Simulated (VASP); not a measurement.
# TiC (P6_3/mmc) in VASP: notebook

TiC is run at these levels: r2SCAN, PBE; tasks: single point, relaxation of cell and atoms.

Everything below comes from runs of VASP 6.6.1. Logs are shortened: lines on timing, memory, paths and dates and some standing lists are left out, and cuts for length are marked.

### Step 1. The cell of the first run

Symmetry: P6_3/mmc, No. 194, hexagonal system. The conventional cell has a = 3.101 Å, b = 3.101 Å, c = 9.783 Å, α = 90.00°, β = 90.00°, γ = 120.00°. Ti (site symmetry -6m2) has 6 C at 2.17 Å within 2.9 Å. Ti (site symmetry -3m) has 6 C at 2.17 Å within 2.9 Å. C (site symmetry 3m) has 6 Ti at 2.17 Å and 1 C at 2.45 Å within 2.9 Å.

### Step 2. Single point, r2SCAN

POSCAR

```
TiC
1.0
    3.1011933223      0.0000000000      0.0000000000
   -1.5505966612      2.6857121992      0.0000000000
    0.0000000000      0.0000000000      9.7826732340
Ti C
4 4
Direct
    0.6666666667      0.3333333333      0.7500000000
    0.0000000000      0.0000000000      0.0000000000
    0.3333333333      0.6666666667      0.2500000000
    0.0000000000      0.0000000000      0.5000000000
    0.3333333333      0.6666666667      0.8754597417
    0.6666666667      0.3333333333      0.1245402583
    0.6666666667      0.3333333333      0.3754597417
    0.3333333333      0.6666666667      0.6245402583
```

INCAR.step1

```
PREC = Accurate
ENCUT = 520
ISMEAR = 0
SIGMA = 0.1
LREAL = False
LASPH = True
NELM = 60
NBANDS = 42
GGA = PE
ALGO = Normal
EDIFF = 1E-4
LWAVE = True
LCHARG = False
```

INCAR.step2

```
PREC = Accurate
ENCUT = 520
EDIFF = 1E-6
ISMEAR = 0
SIGMA = 0.1
LREAL = False
LASPH = True
NELM = 60
ALGO = Normal
ISIF = 2
LWAVE = False
LCHARG = False
METAGGA = R2SCAN
LMIXTAU = True
NBANDS = 42
ISTART = 1
```

KPOINTS

```
regular mesh
0
Gamma
  12 12 4
```

Potentials or basis: VASP PAW PBE potentials, release 64 (Ti_sv, C).

The run is started by

```bash
$ cat potpaw_PBE.64/Ti_sv/POTCAR potpaw_PBE.64/C/POTCAR > POTCAR
$ cp INCAR.step1 INCAR
$ mpirun -np 1 vasp_std > vasp.out
$ cp INCAR.step2 INCAR
$ mpirun -np 1 vasp_std > vasp.out
```

OUTCAR:

```text
PREC = Accurate
   ENCUT = 520
   EDIFF = 1E-6
   ISMEAR = 0
   LREAL = False
   LASPH = True
   NELM = 60
   ISIF = 2
   METAGGA = R2SCAN
   ISTART = 1

 ion  position               nearest neighbor table
   1  0.667  0.333  0.750-   5 2.17   8 2.17   5 2.17   8 2.17   5 2.17   8 2.17
   2  0.000  0.000  0.000-   5 2.17   6 2.17   6 2.17   5 2.17   6 2.17   5 2.17
   3  0.333  0.667  0.250-   6 2.17   7 2.17   6 2.17   7 2.17   6 2.17   7 2.17
   4  0.000  0.000  0.500-   7 2.17   8 2.17   7 2.17   8 2.17   7 2.17   8 2.17
   5  0.333  0.667  0.875-   2 2.17   2 2.17   2 2.17   1 2.17   1 2.17   1 2.17
   6  0.667  0.333  0.125-   2 2.17   2 2.17   2 2.17   3 2.17   3 2.17   3 2.17
   7  0.667  0.333  0.375-   4 2.17   4 2.17   4 2.17   3 2.17   3 2.17   3 2.17
   8  0.333  0.667  0.625-   4 2.17   4 2.17   4 2.17   1 2.17   1 2.17   1 2.17

  LATTYP: Found a hexagonal cell.
 ALAT       =     3.1011933223
 C/A-ratio  =     3.1544867467

  Lattice vectors:

 A1 = (   3.1011933223,   0.0000000000,   0.0000000000)
 A2 = (  -1.5505966612,   2.6857121992,   0.0000000000)
 A3 = (   0.0000000000,   0.0000000000,   9.7826732340)

Analysis of symmetry for initial positions (statically):
=====================================================================
 Subroutine PRICEL returns:
 Original cell was already a primitive cell.

 Routine SETGRP: Setting up the symmetry group for a
 hexagonal supercell.

 Subroutine GETGRP returns: Found 24 space group operations
 (whereof 12 operations were pure point group operations)
 out of a pool of 24 trial point group operations.

The static configuration has the point symmetry D_3d.
 The point group associated with its full space group is D_6h.

Analysis of symmetry for dynamics (positions and initial velocities):
=====================================================================
 Subroutine PRICEL returns:
 Original cell was already a primitive cell.

 Routine SETGRP: Setting up the symmetry group for a
 hexagonal supercell.

 Subroutine GETGRP returns: Found 24 space group operations
 (whereof 12 operations were pure point group operations)
 out of a pool of 24 trial point group operations.

The dynamic configuration has the point symmetry D_3d.
 The point group associated with its full space group is D_6h.

 Subroutine INISYM returns: Found 24 space group operations
 (whereof 12 operations are pure point group operations),
 and found     1 'primitive' translations

[... 111 lines left out ...]
   NFREE  =      0    steps in history (QN), initial steepest desc. (CG)
   ISIF   =      2    stress and relaxation
   ISYM   =      2    0-nonsym 1-usesym 2-fastsym
   POTIM  = 0.5000    time-step for ionic-motion
   TEBEG  =    0.0;   TEEND  =   0.0 temperature during run
   PSTRESS=    0.0 pullay stress
   NELECT =      64.0000    total number of electrons
   NUPDOWN=      -1.0000    fix difference up-down
   EMIN   =  10.00;   EMAX   =-10.00  energy-range for DOS
   EFERMI =   0.00;   METHOD = LEGACY
   ISMEAR =     0;   SIGMA  =   0.10  broadening in eV -4-tet -1-fermi 0-gaus
   EFERMI_NEDOS =   21; number of points for ismear=-14 and -15
   IALGO  =     38    algorithm
   IMIX   =      4    mixing-type and parameters
     AMIX     =   0.40;   BMIX     =  1.00
     AMIX_MAG =   1.60;   BMIX_MAG =  1.00
  volume/ion in A,a.u.               =      10.18        68.73
  Fermi-wavevector in a.u.,A,eV,Ry     =   1.510496  2.854423 31.043021  2.281598
  Thomas-Fermi vector in A             =   2.620678
   LORBIT       =      0    0 simple, 1 ext, 2 COOP (PROOUT), +10 PAW based schemes
   METAGGA = R2SCAN    functional components
   LHFCALC =     F    Hartree Fock is set to
   AEXX    =    0.0000 exact exchange contribution
   IVDW    =     0    specifies the selected vdW correction
   LEPSILON=     F    determine dielectric tensor
   LRPA    =     F    only Hartree local field effects (RPA)
 non-spin polarized calculation
 Gauss-broadening in eV      SIGMA  =   0.10
  energy-cutoff  :      520.00
  volume of cell :       81.48
 maximum number of plane-waves:      2212
 NGX is ok and might be reduce to    24
   NGX = 11   NGY = 11   NGZ = 37

 number of electron      64.0000001 magnetization

 Free energy of the ion-electron system (eV)
  ---------------------------------------------------
  ext. energy  EPLUGINS =         0.00000000
  ---------------------------------------------------
  free energy    TOTEN  =       -98.57440193 eV

  energy without entropy =      -98.56774939  energy(sigma->0) =      -98.57107566

 E-fermi :   9.7877     XC(G=0): -13.5711

 val. band max:        9.7688983971   @ k =   0.3333   0.0833   0.0000
 cond. band min:       9.7905531137   @ k =   0.2500   0.1667   0.0000
 fundamental gap:      0.0216547166
 Fermi energy:         9.7877391011

 k-point     1 :       0.0000    0.0000    0.0000
  band No.  band energies     occupation
      1     -49.4093      2.00000
      2     -49.3702      2.00000
      3     -49.3636      2.00000
      4     -49.3241      2.00000
      5     -24.9014      2.00000
      6     -24.6551      2.00000
[... 1069 lines left out ...]
     41      13.3852      0.00000
     42      13.4902      0.00000

 [... further k-points ...]

------------------------ aborting loop because EDIFF is reached ----------------------------------------

  FORCE on cell =-STRESS in cart. coord.  units (eV):
  Direction    XX          YY          ZZ          XY          YZ          ZX
  --------------------------------------------------------------------------------------
  -------------------------------------------------------------------------------------
  Total       -0.4122842     -0.4122842      0.7425331      0.0000000     -0.0000000      0.0000000
  in kB       -8.1070224     -8.1070224     14.6009313      0.0000000     -0.0000000      0.0000000
  external PRESSURE =      -0.5377045 kB  Pullay stress =       0.0000000 kB

 VOLUME and BASIS-vectors are now :
 -----------------------------------------------------------------------------
  energy-cutoff  :      520.00
  volume of cell :       81.48
      direct lattice vectors                 reciprocal lattice vectors
     3.101193322  0.000000000  0.000000000     0.322456518  0.186170357  0.000000000
    -1.550596661  2.685712199  0.000000000     0.000000000  0.372340715  0.000000000
     0.000000000  0.000000000  9.782673234     0.000000000  0.000000000  0.102221548

 POSITION                                       TOTAL-FORCE (eV/Angst)
 -----------------------------------------------------------------------------------
      1.55060      0.89524      7.33700         0.000000     -0.000000      0.000000
      0.00000      0.00000      0.00000         0.000000      0.000000      0.000000
     -0.00000      1.79047      2.44567        -0.000000      0.000000     -0.000000
      0.00000      0.00000      4.89134         0.000000      0.000000      0.000000
     -0.00000      1.79047      8.56434         0.000000      0.000000      0.081081
      1.55060      0.89524      1.21834         0.000000     -0.000000     -0.081081
      1.55060      0.89524      3.67300         0.000000     -0.000000      0.081081
     -0.00000      1.79047      6.10967         0.000000      0.000000     -0.081081
 -----------------------------------------------------------------------------------
    total drift:                               -0.000000      0.000000     -0.000000

  FREE ENERGIE OF THE ION-ELECTRON SYSTEM (eV)
  ---------------------------------------------------
  free  energy   TOTEN  =       -98.5744019262 eV

  energy  without entropy=      -98.5677493874  energy(sigma->0) =      -98.57107566
```

OSZICAR.step1:

```text
N       E                     dE             d eps       ncg     rms          rms(c)
DAV:   1     0.854266540045E+03    0.85427E+03   -0.30650E+04  4788   0.187E+03
DAV:   2     0.434058166807E+02   -0.81086E+03   -0.78080E+03  4788   0.570E+02
DAV:   3    -0.855240582844E+02   -0.12893E+03   -0.12342E+03  7590   0.191E+02
DAV:   4    -0.955538397310E+02   -0.10030E+02   -0.99571E+01  6808   0.533E+01
DAV:   5    -0.960919736996E+02   -0.53813E+00   -0.53784E+00  7406   0.113E+01    0.366E+01
DAV:   6    -0.764174156081E+02    0.19675E+02   -0.19453E+02  6600   0.814E+01    0.133E+01
DAV:   7    -0.741187831174E+02    0.22986E+01   -0.31306E+01  6572   0.318E+01    0.841E+00
DAV:   8    -0.741090649696E+02    0.97181E-02   -0.17658E+00  6476   0.112E+01    0.222E+00
DAV:   9    -0.741363179080E+02   -0.27253E-01   -0.74068E-01  7104   0.832E+00    0.173E+00
DAV:  10    -0.740937122299E+02    0.42606E-01   -0.21921E-01  7074   0.417E+00    0.843E-01
DAV:  11    -0.741018282215E+02   -0.81160E-02   -0.51256E-02  5502   0.190E+00    0.377E-01
DAV:  12    -0.741005803090E+02    0.12479E-02   -0.69971E-03  5904   0.726E-01    0.666E-02
DAV:  13    -0.741005955155E+02   -0.15207E-04   -0.81335E-04  6360   0.235E-01
   1 F= -.74100596E+02 E0= -.74097027E+02  d E =-.713762E-02
```

Run time: 5.7 min. Hardware: 1 thread of Intel Xeon 6975P-C (Granite Rapids), shared host; peak memory 0.32 GiB.

Results:

```yaml
Free_energy: -98.5744 eV
Pressure: -0.1 GPa
Largest_force: 0.081 eV/Å
Band_gap_on_the_k_mesh: zero (bands 32 and 33 overlap by 0.96 eV)
```

Forces on the atoms (eV/Å):
```
Ti   0.000  0.000  0.000
Ti   0.000  0.000  0.000
Ti   0.000  0.000  0.000
Ti   0.000  0.000  0.000
C    0.000  0.000  0.081
C    0.000  0.000 -0.081
C    0.000  0.000  0.081
C    0.000  0.000 -0.081
```

Stress tensor (GPa, compression positive):
```
-0.81  0.00  0.00
 0.00 -0.81  0.00
 0.00  0.00  1.46
```

Caveat: the PAW data sets were made with another functional, which shifts forces and pressure a little.

(Part 1 of 2 ends here.)

The gap in the log of VASP goes by the Fermi energy; the results here count the filled bands.